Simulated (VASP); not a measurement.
# AlN (I4/mmm) in VASP: notebook, part 2 of 2

VASP 6.6.1. Earlier steps stand in the parts before.

### Step 4. Single point, PBE (uniaxial z strain +2.0%)

Input file INCAR:

```
PREC = Accurate
ENCUT = 520
EDIFF = 1E-6
ISMEAR = -1
SIGMA = 0.02
LREAL = False
LASPH = True
NELM = 60
ALGO = Normal
ISIF = 2
LWAVE = False
LCHARG = False
GGA = PE
NBANDS = 11
```

Input file KPOINTS:

```
Automatic mesh
0
Gamma
  10 10 10
```

Input file POSCAR:

```
AlN
1.0
    0.0000000000      2.0188684521      2.0592458212
    2.0188684521      0.0000000000      2.0592458212
    2.0188684521      2.0188684521      0.0000000000
Al N
1 1
Direct
    0.0000000000      0.0000000000      0.0000000000
    0.5000000000      0.5000000000      0.5000000000
```

Potentials or basis: VASP PAW PBE potentials, release 64 (Al, N).

Command:

```console
$ cat potpaw_PBE.64/Al/POTCAR potpaw_PBE.64/N/POTCAR > POTCAR
$ mpirun -np 1 vasp_std > vasp.out
```

OUTCAR:

```text
PREC = Accurate
   ENCUT = 520
   EDIFF = 1E-6
   ISMEAR = -1
   LREAL = False
   LASPH = True
   NELM = 60
   ISIF = 2
   GGA = PE

 ion  position               nearest neighbor table
   1  0.000  0.000  0.000-   2 2.02   2 2.02   2 2.02   2 2.02   2 2.06   2 2.06
   2  0.500  0.500  0.500-   1 2.02   1 2.02   1 2.02   1 2.02   1 2.06   1 2.06

  LATTYP: Found a body centered tetragonal cell.
 ALAT       =     2.8551111456
 C/A-ratio  =     1.4424978337

  Lattice vectors:

 A1 = (  -2.0188684521,   0.0000000000,   2.0592458212)
 A2 = (   2.0188684521,   0.0000000000,   2.0592458212)
 A3 = (   0.0000000000,   2.0188684521,  -2.0592458212)

Analysis of symmetry for initial positions (statically):
=====================================================================
 Subroutine PRICEL returns:
 Original cell was already a primitive cell.

 Routine SETGRP: Setting up the symmetry group for a
 body centered tetragonal supercell.

 Subroutine GETGRP returns: Found 16 space group operations
 (whereof 16 operations were pure point group operations)
 out of a pool of 16 trial point group operations.

The static configuration has the point symmetry D_4h.

Analysis of symmetry for dynamics (positions and initial velocities):
[... 165 lines left out ...]

 k-point     1 :       0.0000    0.0000    0.0000
  band No.  band energies     occupation
      1      -7.6513      2.00000
      2       9.7126      2.00000
      3       9.7126      2.00000
      4       9.8519      2.00000
      5      15.2077      0.00000
      6      21.7061      0.00000
      7      21.9692      0.00000
      8      21.9692      0.00000
      9      26.9811      0.00000
     10      27.1221      0.00000
     11      27.7575      0.00000
[... 309 lines left out ...]
 k-point    24 :       0.4000    0.3000    0.0000
  band No.  band energies     occupation
      1      -4.7657      2.00000
      2       3.9672      2.00000
      3       7.0394      2.00000
      4       7.5898      2.00000
      5      15.8718      0.00000
      6      16.7456      0.00000
      7      21.6597      0.00000
      8      25.3342      0.00000
      9      26.0386      0.00000
     10      31.5342      0.00000
     11      34.2255      0.00000

 [... further k-points ...]
[... 5 lines left out ...]
  --------------------------------------------------------------------------------------
  -------------------------------------------------------------------------------------
  Total        0.2845593      0.2845593     -0.2412763      0.0000000      0.0000000     -0.0000000
  in kB       27.1599557     27.1599557    -23.0287807      0.0000000      0.0000000     -0.0000000
  external PRESSURE =      10.4303769 kB  Pullay stress =       0.0000000 kB

 VOLUME and BASIS-vectors are now :
 -----------------------------------------------------------------------------
  energy-cutoff  :      520.00
  volume of cell :       16.79
      direct lattice vectors                 reciprocal lattice vectors
     0.000000000  2.018868452  2.059245821    -0.247663487  0.247663487  0.242807340
     2.018868452  0.000000000  2.059245821     0.247663487 -0.247663487  0.242807340
     2.018868452  2.018868452  0.000000000     0.247663487  0.247663487 -0.242807340

 POSITION                                       TOTAL-FORCE (eV/Angst)
 -----------------------------------------------------------------------------------
      0.00000      0.00000      0.00000         0.000000      0.000000      0.000000
      2.01887      2.01887      2.05925         0.000000      0.000000      0.000000
 -----------------------------------------------------------------------------------
    total drift:                               -0.000000     -0.000000      0.000000

  FREE ENERGIE OF THE ION-ELECTRON SYSTEM (eV)
  ---------------------------------------------------
  free  energy   TOTEN  =       -14.5422080173 eV

  energy  without entropy=      -14.5422080173  energy(sigma->0) =      -14.54220802
```

Run time: 11 s. Hardware: 1 thread of AMD EPYC 9R45 (Zen 5), shared host; peak memory 0.11 GiB.

Results:

```
Free energy            : -14.5422 eV
Pressure               : 1.0 GPa
Band gap on the k mesh : 4.31 eV, indirect (least direct gap 5.36 eV)
```

Stress tensor (GPa, compression positive):
```
 2.72  0.00  0.00
 0.00  2.72  0.00
 0.00  0.00 -2.30
```

Levels at points of the mesh, in eV from the valence-band top:
```
           k point  band 1  band 2  band 3  band 4  band 5  band 6  band 7  band 8
(0.00, 0.00, 0.00)  -17.50   -0.14   -0.14    0.00    5.36   11.85   12.12   12.12
(0.50, 0.00, 0.00)  -14.31   -8.30   -1.18   -1.10    5.93   10.58   11.01   12.97
(0.50, 0.50, 0.00)  -13.46   -7.42   -2.75   -2.75    4.50    5.36   13.60   17.06
(0.50, 0.00, 0.50)  -13.29   -7.34   -3.02   -2.77    4.31    5.18   13.85   16.52
```

Caveat: the cell differs from its parent crystal (uniaxial z strain +2.0%). A k mesh can miss the band edges.

### Step 5. Single point, PBE (uniaxial z strain +3.0%)

Input file INCAR:

```
PREC = Accurate ; ENCUT = 520
EDIFF = 1E-7 ; ISMEAR = -1
SIGMA = 0.02 ; LREAL = F
LASPH = T ; NELM = 100
ALGO = Normal ; ISIF = 2
LWAVE = F ; LCHARG = F
GGA = PE ; NBANDS = 11
```

Input file KPOINTS:

```
regular mesh
0
Gamma
  10 10 10
```

Input file POSCAR:

```
AlN
1.0
    0.0000000000      2.0188684521      2.0794345057
    2.0188684521      0.0000000000      2.0794345057
    2.0188684521      2.0188684521      0.0000000000
Al N
1 1
Direct
    0.0000000000      0.0000000000      0.0000000000
    0.5000000000      0.5000000000      0.5000000000
```

Command:

```console
$ cat potpaw_PBE.64/Al/POTCAR potpaw_PBE.64/N/POTCAR > POTCAR
$ mpirun -np 1 vasp_std > vasp.out
```

Wall time 12 s (1 thread of AMD EPYC 9R45 (Zen 5), shared host); peak memory 0.11 GiB.

It converged, with:

- Free energy: -14.5381 eV
- Pressure: -1.2 GPa
- Band gap on the k mesh: 4.15 eV, indirect (least direct gap 5.17 eV)

Stress tensor (GPa, compression positive):
```
 1.12  0.00  0.00
 0.00  1.12  0.00
 0.00  0.00 -5.81
```

Levels at points of the mesh, in eV from the valence-band top:
| k point | band 1 | band 2 | band 3 | band 4 | band 5 | band 6 | band 7 | band 8 | band 9 |
| --- | --- | --- | --- | --- | --- | --- | --- | --- | --- |
| (0.00, 0.00, 0.00) | -17.46 | -0.20 | -0.20 | 0.00 | 5.17 | 11.70 | 12.09 | 12.09 | 17.01 |
| (0.50, 0.00, 0.00) | -14.30 | -8.28 | -1.23 | -1.11 | 5.81 | 10.39 | 11.00 | 12.77 | 15.70 |
| (0.50, 0.50, 0.00) | -13.52 | -7.43 | -2.73 | -2.73 | 4.43 | 5.40 | 13.35 | 16.94 | 16.94 |
| (0.50, 0.00, 0.50) | -13.27 | -7.30 | -3.12 | -2.74 | 4.15 | 5.13 | 13.73 | 16.13 | 17.10 |

Caveat: the cell differs from its parent crystal (uniaxial z strain +3.0%). A k mesh can miss the band edges.

### Step 6. Single point, PBE (uniaxial z strain +4.0%)

Input file INCAR:

```
SYSTEM = AlN
ALGO     = Normal         ! electronic algorithm
EDIFF    = 1E-7           ! SCF threshold, eV
ENCUT    = 520            ! plane-wave cutoff, eV
GGA      = PE             ! functional
ISIF     = 2              ! what is computed and relaxed
ISMEAR   = -1             ! smearing method
LASPH    = .TRUE.         ! aspherical terms in the spheres
LCHARG   = .FALSE.        ! write CHGCAR
LREAL    = .FALSE.        ! projectors in reciprocal space
LWAVE    = .FALSE.        ! write WAVECAR
NBANDS   = 11             ! bands
NELM     = 60             ! most SCF steps
PREC     = Accurate       ! precision mode
SIGMA    = 0.02           ! smearing width, eV
```

Input file KPOINTS:

```
k-points
0
G
  10 10 10
  0 0 0
```

Input file POSCAR:

```
AlN
1.0
    0.0000000000      2.0188684521      2.0996231902
    2.0188684521      0.0000000000      2.0996231902
    2.0188684521      2.0188684521      0.0000000000
Al N
1 1
Direct
    0.0000000000      0.0000000000      0.0000000000
    0.5000000000      0.5000000000      0.5000000000
```

Potentials or basis: VASP PAW PBE potentials, release 64 (Al, N).

Command:

```console
$ cat potpaw_PBE.64/Al/POTCAR potpaw_PBE.64/N/POTCAR > POTCAR
$ mpirun -np 1 vasp_std > vasp.out
```

Wall time 13 s (1 thread of AMD EPYC 9R45 (Zen 5), shared host); peak memory 0.11 GiB.

The run converged. Its results:

```yaml
Free_energy: -14.5307 eV
Pressure: -3.2 GPa
Band_gap_on_the_k_mesh: 4.00 eV, indirect (least direct gap 4.98 eV)
```

Stress tensor (GPa, compression positive):
```
-0.41  0.00  0.00
 0.00 -0.41  0.00
 0.00  0.00 -8.90
```

Levels at points of the mesh, in eV from the valence-band top:
```
           k point  band 2  band 3  band 4  band 5  band 6  band 7
(0.00, 0.00, 0.00)   -0.27   -0.27    0.00    4.98   11.55   12.07
(0.50, 0.00, 0.00)   -8.26   -1.27   -1.12    5.69   10.21   10.99
(0.50, 0.50, 0.00)   -7.42   -2.70   -2.70    4.37    5.44   13.11
(0.50, 0.00, 0.50)   -7.27   -3.22   -2.72    4.00    5.08   13.61
```

Caveat: the cell differs from its parent crystal (uniaxial z strain +4.0%). A k mesh can miss the band edges.

### Step 7. Overview

```tsv
cell	gap on the mesh (eV)	pressure (GPa)
a = 2.841, b = 2.841, c = 2.855 Å, angles 59.8, 59.8, 60.3°, 2 atoms	4.66	9.0
a = 2.869, b = 2.869, c = 2.855 Å, angles 60.2, 60.2, 59.7°, 2 atoms	4.47	3.5
a = 2.884, b = 2.884, c = 2.855 Å, angles 60.3, 60.3, 59.3°, 2 atoms	4.31	1.0
a = 2.898, b = 2.898, c = 2.855 Å, angles 60.5, 60.5, 59.0°, 2 atoms	4.15	-1.2
a = 2.913, b = 2.913, c = 2.855 Å, angles 60.7, 60.7, 58.7°, 2 atoms	4.00	-3.2
```

Alike in all rows: task single point; level PBE; potentials or basis VASP PAW PBE potentials, release 64 (Al, N); no spin polarisation; k mesh 10 × 10 × 10; cutoff (eV) 520; smearing fermi-dirac 0.02 eV.

Absolute energies hang on the potentials; compare differences alone.
